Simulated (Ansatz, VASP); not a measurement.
BP in VASP and in Ansatz

```xyz
2
Lattice="0.0000 2.2840 2.2840 2.2840 0.0000 2.2840 2.2840 2.2840 0.0000" Properties=species:S:1:pos:R:3 pbc="T T T"
P     3.4260    3.4260    3.4260
B     0.0000    0.0000    0.0000
```

Alike in both runs: task single point; functional r2SCAN; k mesh 10 × 10 × 10; occupations fermi-dirac, width 0.05 eV; no spin polarisation.

|  | VASP | Ansatz |
| --- | --- | --- |
| version | VASP 6.6.1 | Ansatz 0.2.0 |
| potentials or method | VASP PAW PBE potentials, release 64 (P, B) | Ansatz PAW |
| plane-wave cutoff (eV) | 520 | 500 |
| valence electrons in the cell | 8 | 8 |

|  | VASP | Ansatz | Ansatz less VASP |
| --- | --- | --- | --- |
| gap on the k mesh at the Fermi level (eV) | 1.47 | 1.44 | -0.030 |
| least direct gap on the mesh (eV) | 3.61 | 3.57 | -0.040 |
| pressure (GPa) | -3.9 | -3.4 | +0.49 |

VASP's potentials were made for PBE, not for r2SCAN.
